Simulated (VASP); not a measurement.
Sc12H4C: single point with PBE+D3(BJ)

Sc12H4C, a slab with vacuum:

```
Sc C H
1.0
     6.62000    0.00000    0.00000
     3.31000    5.73309    0.00000
     0.00000    0.00000   17.27614
Sc C H
12 1 4
Direct
  0.00000 0.00000 0.05788
  0.50000 0.00000 0.05788
  0.00000 0.50000 0.05788
  0.50000 0.50000 0.05788
  0.83416 0.33439 0.20079
  0.33146 0.33441 0.20078
  0.83434 0.83136 0.20032
  0.33355 0.83292 0.20006
  0.00635 0.99644 0.34239
  0.49730 0.99644 0.34237
  0.99967 0.50077 0.34229
  0.49692 0.50610 0.34339
  0.65488 0.19243 0.53629
  0.74918 0.00758 0.51962
  0.74658 0.27962 0.51340
  0.47656 0.27638 0.51299
  0.64690 0.20657 0.59958
```

```yaml
Program: VASP 6.6.1
Task: single point
Functional: PBE
Dispersion: D3(BJ)
Potentials_or_basis: VASP PAW PBE potentials, release 64 (Sc_sv, C, H)
Cutoff: 520 eV
k_mesh: 4 × 4 × 1
Occupations: gaussian, width 0.1 eV
Spin: no spin polarisation
```

| Property | Result |
| --- | --- |
| Largest force | 0.020 eV/Å |
| Band gap on the k mesh | zero (bands 70 and 71 overlap by 0.03 eV) |
| Dispersion energy per atom | -0.207 eV |

Forces on the atoms (eV/Å):
```
Sc   0.008 -0.006 -0.003
Sc  -0.008 -0.006 -0.003
Sc   0.000  0.000 -0.014
Sc   0.000  0.010 -0.008
Sc   0.000  0.000  0.000
Sc   0.000  0.000  0.000
Sc   0.000  0.000 -0.001
Sc   0.000  0.000 -0.001
Sc  -0.001  0.000  0.007
Sc   0.001  0.000  0.007
Sc   0.000  0.000  0.008
Sc   0.000 -0.001  0.008
C    0.003 -0.005 -0.008
H   -0.002 -0.004 -0.003
H    0.006  0.004 -0.001
H   -0.011  0.004 -0.007
H    0.003  0.004  0.019
```

Levels at points of the mesh, in eV from the Fermi level:
| k point | band 67 | band 68 | band 69 | band 70 | band 71 | band 72 | band 73 | band 74 |
| --- | --- | --- | --- | --- | --- | --- | --- | --- |
| (0.00, 0.00, 0.00) | -0.33 | -0.26 | -0.25 | -0.25 | 0.01 | 0.13 | 0.46 | 0.46 |
| (0.50, 0.00, 0.00) | -0.14 | -0.13 | -0.03 | -0.01 | 0.00 | 0.02 | 0.05 | 0.11 |
| (0.50, 0.50, 0.00) | -0.14 | -0.13 | -0.03 | -0.01 | 0.00 | 0.02 | 0.05 | 0.11 |
| (0.00, 0.50, 0.00) | -0.14 | -0.13 | -0.04 | -0.01 | 0.00 | 0.02 | 0.06 | 0.11 |

It took 29 min on 1 thread of Intel(R) Xeon(R) Platinum 8488C (Sapphire Rapids), with other jobs on the host, peak memory 0.88 GiB.

Caveat: there is no dipole correction, which matters where the two faces differ.
